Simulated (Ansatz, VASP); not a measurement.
One calculation of V3Re, two programs

The input INCAR:

```
SYSTEM = V3Re
  ALGO = Normal
  EDIFF = 1E-7
  ENCUT = 520
  GGA = CA
  ISIF = 2
  ISMEAR = -1
  ISPIN = 2
  LASPH = .TRUE.
  LCHARG = .FALSE.
  LMAXMIX = 4
  LORBIT = 11
  LREAL = .FALSE.
  LWAVE = .FALSE.
  MAGMOM = 1 1 1 0
  NBANDS = 35
  NELM = 150
  PREC = Accurate
  SIGMA = 0.1
```

File KPOINTS:

```
k-points
0
G
  7 7 7
  0 0 0
```

POSCAR

```
V3Re
1.0
    0.0000000000      3.0014490000      3.0014490000
    3.0014490000      0.0000000000      3.0014490000
    3.0014490000      3.0014490000      0.0000000000
V Re
3 1
Direct
    0.7500000000      0.7500000000      0.7500000000
    0.2500000000      0.2500000000      0.2500000000
    0.0000000000      0.0000000000      0.0000000000
    0.5000000000      0.5000000000      0.5000000000
```

Input for Ansatz:

```yaml
crystal:
  lattice:
    - [0.0, 3.001449, 3.001449]
    - [3.001449, 0.0, 3.001449]
    - [3.001449, 3.001449, 0.0]
  atoms:
    - { symbol: V, position: [0.75, 0.75, 0.75], spin: 1.0 }
    - { symbol: V, position: [0.25, 0.25, 0.25], spin: 1.0 }
    - { symbol: V, position: [0.0, 0.0, 0.0], spin: 1.0 }
    - { symbol: Re, position: [0.5, 0.5, 0.5] }
basis:
  ecutwfc: 500.0
kpoints:
  mp_grid:
    grid: [7, 7, 7]
hamiltonian:
  xc: lda
magnetization:
  spin_polarized: true
scf:
  occupations:
    method: fermi_dirac
    width: 0.1
output:
  stress: true
```

Alike in both runs: task single point; functional LDA; k mesh 7 × 7 × 7; occupations fermi-dirac, width 0.1 eV; collinear spin.

|  | VASP | Ansatz |
| --- | --- | --- |
| version | VASP 6.6.1 | Ansatz 0.2.0 |
| potentials or method | VASP PAW LDA potentials, release 64 (V_sv, Re), cutoff 520 eV | plane waves, PAW |
| valence electrons in the cell | 46 | 54 |

```csv
,VASP,Ansatz,Ansatz less VASP
pressure (GPa),-11.3,-12.0,-0.68
net moment per atom (μB),0.00,0.00,0.000
```

LDA's correlation is that of Perdew and Zunger in VASP and of Perdew and Wang (1992) in Ansatz. VASP's potentials hold 46 valence electrons a cell and Ansatz's 54, so a difference there can come from the potentials and not from the codes. Ansatz's warnings: seeded moment not kept.

Neither program's run includes spin-orbit coupling.
